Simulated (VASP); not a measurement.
Write the native input for VASP 6.6.1 that does the following.

| Property | Result |
| --- | --- |
| Task | single point |
| Functional | PBE |
| Potentials or basis | VASP PAW PBE potentials, release 64 (Zn, O) |
| Cutoff | 520 eV |
| k mesh | 9 × 9 × 6 |
| Occupations | gaussian, width 0.02 eV |
| Spin | no spin polarisation |
| Dipole correction | no |
| Further INCAR settings | ALGO = Normal; EDIFF = 1e-06; NBANDS = 26 |

The structure of ZnO lies in POSCAR:

```
ZnO
1.0
    3.2796453204      0.0000000000      0.0000000000
   -1.6398226602      2.8402561629      0.0000000000
    0.0000000000      0.0000000000      5.2931535335
Zn O
2 2
Direct
    0.3333333333      0.6666666667      0.8104565264
    0.6666666667      0.3333333333      0.3104565264
    0.6666666667      0.3333333333      0.6895524379
    0.3333333333      0.6666666667      0.1895524379
```

The input as run:

INCAR

```
SYSTEM = ZnO
  ALGO = Normal
  EDIFF = 1E-6
  ENCUT = 520
  GGA = PE
  ISIF = 2
  ISMEAR = 0
  LASPH = .TRUE.
  LCHARG = .FALSE.
  LREAL = .FALSE.
  LWAVE = .FALSE.
  NBANDS = 26
  NELM = 60
  PREC = Accurate
  SIGMA = 0.02
```

KPOINTS

```
k-points
0
G
  9 9 6
  0 0 0
```

Potentials or basis: VASP PAW PBE potentials, release 64 (Zn, O).

Launch:

```bash
$ cat potpaw_PBE.64/Zn/POTCAR potpaw_PBE.64/O/POTCAR > POTCAR
$ mpirun -np 1 vasp_std > vasp.out
```

Results of the run:

The pressure is 0.9 GPa. The band gap on the k mesh is 0.73 eV.

Wall time 46 s on 1 thread of Intel(R) Xeon(R) 6975P-C (Granite Rapids) (shared host), peak memory 0.19 GiB.
